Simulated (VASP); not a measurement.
## Se: single point with PBEsol

The system is Se.

```
Se
1.0
     5.33706    3.08136    1.48453
    -5.33706    3.08136    1.48453
     0.00000   -6.16271    1.48453
Se
6
Direct
  0.30814 0.17142 0.91350
  0.91350 0.30814 0.17142
  0.17142 0.91350 0.30814
  0.69186 0.82858 0.08650
  0.08650 0.69186 0.82858
  0.82858 0.08650 0.69186
```

* Program: VASP 6.6.1
* Task: single point
* Functional: PBEsol
* Potentials or basis: VASP PAW PBE potentials, release 64 (Se)
* Cutoff: 520 eV
* k mesh: 6 × 6 × 6
* Occupations: gaussian, width 0.02 eV
* Spin: no spin polarisation
* Dipole correction: no
* Further INCAR settings: ALGO = Normal; EDIFF = 1e-06; NBANDS = 27

```
Pressure               : 0.7 GPa
Largest force          : 0.034 eV/Å
Band gap on the k mesh : 0.89 eV (least direct gap 1.01 eV)
```

Forces on the atoms (eV/Å):
```
Se   0.004  0.020  0.027
Se  -0.020 -0.006  0.027
Se   0.015 -0.014  0.027
Se  -0.004 -0.020 -0.027
Se   0.020  0.006 -0.027
Se  -0.015  0.014 -0.027
```

Stress tensor (GPa, compression positive):
```
0.71 0.00 0.00
0.00 0.71 0.00
0.00 0.00 0.59
```

Levels at points of the mesh, in eV from the valence-band top:
| k point | band 16 | band 17 | band 18 | band 19 | band 20 | band 21 |
| --- | --- | --- | --- | --- | --- | --- |
| (0.00, 0.00, 0.00) | -1.10 | -0.58 | -0.58 | 2.07 | 2.07 | 2.31 |
| (0.50, 0.00, 0.00) | -0.97 | -0.39 | 0.00 | 1.32 | 1.54 | 2.44 |
| (0.50, 0.50, 0.00) | -1.55 | -1.28 | -0.12 | 1.10 | 1.37 | 1.78 |
| (0.50, 0.50, 0.50) | -1.19 | -1.19 | -0.68 | 1.34 | 1.42 | 1.42 |

Run time: 3.4 min on 1 thread of Oxide Virtual Turin-like Processor, on a shared host, peak memory 0.32 GiB.

Caveat: the PAW data sets were made with another functional, which shifts forces and pressure a little. A k mesh can miss the band edges.
